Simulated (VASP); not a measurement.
# Pt (Im-3m) in VASP: a series of runs

The runs below take Pt through single point, with PBE.

All numbers are computed with VASP 6.6.1; they aren't measurements. Logs are shortened: lines on timing, memory, paths and dates and some standing lists are left out, and cuts for length are marked.

## (1) The cell of the first run

Symmetry: Im-3m, No. 229, cubic system. The conventional cell has a = 3.063 Å, b = 3.063 Å, c = 3.063 Å, α = 90.00°, β = 90.00°, γ = 90.00°. Within 3.5 Å of Pt (site symmetry m-3m) lie 14 Pt at 2.65 to 3.06 Å.

This isn't the form of Pt at room conditions, which is fcc.

## (2) Single point, PBE

INCAR

```
ALGO = Normal
EDIFF = 1E-6
ENCUT = 500
GGA = PE
GGA_COMPAT = F
ISIF = 2
ISMEAR = 0
LASPH = T
LCHARG = F
LREAL = F
LWAVE = F
NBANDS = 11
NELM = 120
PREC = Accurate
SIGMA = 0.05
```

KPOINTS

```
k-points
0
Gamma
  11 11 11
```

POSCAR

```
Pt
1.0
   -1.5316282296      1.5316282296      1.5316282296
    1.5316282296     -1.5316282296      1.5316282296
    1.5316282296      1.5316282296     -1.5316282296
Pt
1
Direct
    0.0000000000      0.0000000000      0.0000000000
```

Potentials or basis: VASP PAW PBE potentials, release 64 (Pt).

On the command line:

```
$ cat potpaw_PBE.64/Pt/POTCAR > POTCAR
$ mpirun -np 1 vasp_std > vasp.out
```

OUTCAR:

```text
EDIFF = 1E-6
   ENCUT = 500
   GGA = PE
   ISIF = 2
   ISMEAR = 0
   LASPH = T
   LREAL = F
   NELM = 120
   PREC = Accurate

 ion  position               nearest neighbor table
   1  0.000  0.000  0.000-

  LATTYP: Found a body centered cubic cell.
 ALAT       =     3.0632564592

  Lattice vectors:

 A1 = (  -1.5316282296,   1.5316282296,   1.5316282296)
 A2 = (   1.5316282296,  -1.5316282296,   1.5316282296)
 A3 = (   1.5316282296,   1.5316282296,  -1.5316282296)

Analysis of symmetry for initial positions (statically):
=====================================================================
 Subroutine PRICEL returns:
 Original cell was already a primitive cell.

 Routine SETGRP: Setting up the symmetry group for a
 body centered cubic supercell.

 Subroutine GETGRP returns: Found 48 space group operations
 (whereof 48 operations were pure point group operations)
 out of a pool of 48 trial point group operations.

The static configuration has the point symmetry O_h .

Analysis of symmetry for dynamics (positions and initial velocities):
=====================================================================
 Subroutine PRICEL returns:
 Original cell was already a primitive cell.

 Routine SETGRP: Setting up the symmetry group for a
 body centered cubic supercell.

 Subroutine GETGRP returns: Found 48 space group operations
 (whereof 48 operations were pure point group operations)
 out of a pool of 48 trial point group operations.

The dynamic configuration has the point symmetry O_h .

 Subroutine INISYM returns: Found 48 space group operations
 (whereof 48 operations are pure point group operations),
 and found     1 'primitive' translations

----------------------------------------------------------------------------------------

                                     Primitive cell

  volume of cell :      14.3721

  direct lattice vectors                    reciprocal lattice vectors
    -1.531628230  1.531628230  1.531628230     0.000000000  0.326449977  0.326449977
     1.531628230 -1.531628230  1.531628230     0.326449977  0.000000000  0.326449977
     1.531628230  1.531628230 -1.531628230     0.326449977  0.326449977  0.000000000

  length of vectors
     2.652857912  2.652857912  2.652857912     0.461669985  0.461669985  0.461669985

  position of ions in fractional coordinates (direct lattice)
     0.000000000  0.000000000  0.000000000

  ion indices of the primitive-cell ions
   primitive index   ion index
                 1           1

[... 72 lines left out ...]
   LREAL  =      F    real-space projection
   EDIFFG = 0.1E-04   stopping-criterion for IOM
   NSW    =      0    number of steps for IOM
   IBRION =     -1    ionic relax: 0-MD 1-quasi-New 2-CG
   NFREE  =      0    steps in history (QN), initial steepest desc. (CG)
   ISIF   =      2    stress and relaxation
   ISYM   =      2    0-nonsym 1-usesym 2-fastsym
   POTIM  = 0.5000    time-step for ionic-motion
   TEBEG  =    0.0;   TEEND  =   0.0 temperature during run
   PSTRESS=    0.0 pullay stress
   NELECT =      10.0000    total number of electrons
   NUPDOWN=      -1.0000    fix difference up-down
   EMIN   =  10.00;   EMAX   =-10.00  energy-range for DOS
   EFERMI =   0.00;   METHOD = LEGACY
   ISMEAR =     0;   SIGMA  =   0.05  broadening in eV -4-tet -1-fermi 0-gaus
   EFERMI_NEDOS =   21; number of points for ismear=-14 and -15
   IALGO  =     38    algorithm
   IMIX   =      4    mixing-type and parameters
     AMIX     =   0.40;   BMIX     =  1.00
     AMIX_MAG =   1.60;   BMIX_MAG =  1.00
  volume/ion in A,a.u.               =      14.37        96.99
  Fermi-wavevector in a.u.,A,eV,Ry     =   1.450668  2.741366 28.632627  2.104439
  Thomas-Fermi vector in A             =   2.568254
   LORBIT       =      0    0 simple, 1 ext, 2 COOP (PROOUT), +10 PAW based schemes
   GGA     = PE    functional components
   LHFCALC =     F    Hartree Fock is set to
   AEXX    =    0.0000 exact exchange contribution
   IVDW    =     0    specifies the selected vdW correction
   LEPSILON=     F    determine dielectric tensor
   LRPA    =     F    only Hartree local field effects (RPA)
 non-spin polarized calculation
 Gauss-broadening in eV      SIGMA  =   0.05
  energy-cutoff  :      500.00
  volume of cell :       14.37
 maximum number of plane-waves:       373
   NGX =  9   NGY =  9   NGZ =  9

 number of electron      10.0000002 magnetization

 Free energy of the ion-electron system (eV)
  ---------------------------------------------------
  ext. energy  EPLUGINS =         0.00000000
  ---------------------------------------------------
  free energy    TOTEN  =        -5.85619430 eV

  energy without entropy =       -5.85422617  energy(sigma->0) =       -5.85521024

 E-fermi :  11.8875     XC(G=0): -13.7756

 val. band max:       11.8587173414   @ k =   0.4545   0.0909   0.0000
 cond. band min:      11.8941949277   @ k =  -0.3636   0.3636   0.0909
 fundamental gap:      0.0354775863
 Fermi energy:        11.8875110161

 k-point     1 :       0.0000    0.0000    0.0000
  band No.  band energies     occupation
      1       1.4596      2.00000
      2       7.9410      2.00000
      3       7.9410      2.00000
      4       7.9410      2.00000
      5      10.7913      2.00000
      6      10.7913      2.00000
      7      29.0044      0.00000
      8      29.0044      0.00000
      9      29.0044      0.00000
     10      40.2798      0.00000
     11      40.2798      0.00000
[... 309 lines left out ...]
 k-point    24 :       0.3636    0.1818    0.0909
  band No.  band energies     occupation
      1       5.7104      2.00000
      2       6.4925      2.00000
      3       8.6809      2.00000
      4      10.9420      2.00000
      5      11.2710      2.00000
      6      17.7501      0.00000
      7      18.0685      0.00000
      8      23.7534      0.00000
      9      26.0573      0.00000
     10      36.4697      0.00000
     11      37.5908      0.00000

 [... further k-points ...]
[... 5 lines left out ...]
  --------------------------------------------------------------------------------------
  -------------------------------------------------------------------------------------
  Total        2.6438395      2.6438395      2.6438395      0.0000000      0.0000000     -0.0000000
  in kB      294.7308413    294.7308413    294.7308413      0.0000000      0.0000000     -0.0000000
  external PRESSURE =     294.7308413 kB  Pullay stress =       0.0000000 kB

 VOLUME and BASIS-vectors are now :
 -----------------------------------------------------------------------------
  energy-cutoff  :      500.00
  volume of cell :       14.37
      direct lattice vectors                 reciprocal lattice vectors
    -1.531628230  1.531628230  1.531628230     0.000000000  0.326449977  0.326449977
     1.531628230 -1.531628230  1.531628230     0.326449977  0.000000000  0.326449977
     1.531628230  1.531628230 -1.531628230     0.326449977  0.326449977  0.000000000

 POSITION                                       TOTAL-FORCE (eV/Angst)
 -----------------------------------------------------------------------------------
      0.00000      0.00000      0.00000        -0.000000      0.000000      0.000000
 -----------------------------------------------------------------------------------
    total drift:                                0.000000      0.000000      0.000000

  FREE ENERGIE OF THE ION-ELECTRON SYSTEM (eV)
  ---------------------------------------------------
  free  energy   TOTEN  =        -5.8561943000 eV

  energy  without entropy=       -5.8542261746  energy(sigma->0) =       -5.85521024
```

OSZICAR:

```text
N       E                     dE             d eps       ncg     rms          rms(c)
DAV:   1     0.388062859980E+02    0.38806E+02   -0.52831E+03  1288   0.823E+02
DAV:   2    -0.565788382694E+01   -0.44464E+02   -0.42125E+02  1415   0.176E+02
DAV:   3    -0.620525608763E+01   -0.54737E+00   -0.54262E+00  1461   0.184E+01
DAV:   4    -0.620717996613E+01   -0.19239E-02   -0.19238E-02  1421   0.129E+00
DAV:   5    -0.620719420013E+01   -0.14234E-04   -0.14234E-04  1473   0.101E-01    0.145E+01
DAV:   6    -0.590531530214E+01    0.30188E+00   -0.57724E-01  1343   0.619E+00    0.777E+00
DAV:   7    -0.585998164434E+01    0.45334E-01   -0.15626E-01  1409   0.316E+00    0.240E+00
DAV:   8    -0.585640703632E+01    0.35746E-02   -0.84274E-03  1345   0.817E-01    0.556E-01
DAV:   9    -0.585618924720E+01    0.21779E-03   -0.21713E-04  1415   0.133E-01    0.266E-02
DAV:  10    -0.585619405449E+01   -0.48073E-05   -0.39142E-06  1518   0.152E-02    0.317E-03
DAV:  11    -0.585619429995E+01   -0.24546E-06   -0.41710E-08   808   0.192E-03
   1 F= -.58561943E+01 E0= -.58552102E+01  d E =-.196813E-02
```

stdout:

```text
POSCAR found type information on POSCAR Pt
 POSCAR found :  1 types and       1 ions
 scaLAPACK will be used
 LDA part: xc-table for (Slater+PW92), standard interpolation
 POSCAR, INCAR and KPOINTS ok, starting setup
 FFT: planning ... GRIDC
 FFT: planning ... GRID_SOFT
 FFT: planning ... GRID
 WAVECAR not read
 entering main loop
```

It took 4 s on 1 thread of Intel Xeon 6975P-C (Granite Rapids), shared host; peak memory 0.12 GiB.

What came out:

- Free energy: -5.8562 eV
- Pressure: 29.5 GPa
- Band gap on the k mesh: zero (bands 5 and 6 overlap by 2.39 eV)

Levels at points of the mesh, in eV from the Fermi level:
```
           k point  band 2  band 3  band 4  band 5  band 6  band 7  band 8  band 9
(0.00, 0.00, 0.00)   -3.95   -3.95   -3.95   -1.10   -1.10   17.12   17.12   17.12
```

Caveat: the cell stands under pressure; spin-orbit coupling is left out, which moves the levels of the heavy elements.

## (3) Single point, PBE

This run uses another cell than the first one, of 13.87 Å³/atom.

INCAR

```
SYSTEM = Pt
  PREC = Accurate
  ENCUT = 500
  EDIFF = 1E-6
  ISMEAR = 0
  SIGMA = 0.05
  LREAL = .FALSE.
  LASPH = .TRUE.
  NELM = 120
  ALGO = Normal
  ISIF = 2
  LWAVE = .FALSE.
  LCHARG = .FALSE.
  GGA = PE
  NBANDS = 11
  GGA_COMPAT = .FALSE.
```

KPOINTS

```
Automatic mesh
0
G
  11 11 11
  0 0 0
```

POSCAR

```
Pt
1.0
   -1.5136786822      1.5136786822      1.5136786822
    1.5136786822     -1.5136786822      1.5136786822
    1.5136786822      1.5136786822     -1.5136786822
Pt
1
Direct
    0.0000000000      0.0000000000      0.0000000000
```

Potentials or basis: VASP PAW PBE potentials, release 64 (Pt).

On the command line:

```
$ cat potpaw_PBE.64/Pt/POTCAR > POTCAR
$ mpirun -np 1 vasp_std > vasp.out
```

Wall time 4.2 s (1 thread of Intel Xeon 6975P-C (Granite Rapids), shared host); peak memory 0.12 GiB.

Results (log left out):

```yaml
Free_energy: -5.7414 eV
Pressure: 44.5 GPa
Band_gap_on_the_k_mesh: zero (bands 5 and 6 overlap by 2.55 eV)
```

Levels at points of the mesh, in eV from the Fermi level:
```csv
k point,band 1,band 2,band 3,band 4,band 5,band 6,band 7,band 8,band 9,band 10
"(0.00, 0.00, 0.00)",-10.82,-4.16,-4.16,-4.16,-1.16,-1.16,17.07,17.07,17.07,28.85
```

Caveat: the cell stands under pressure; spin-orbit coupling is left out, which moves the levels of the heavy elements.
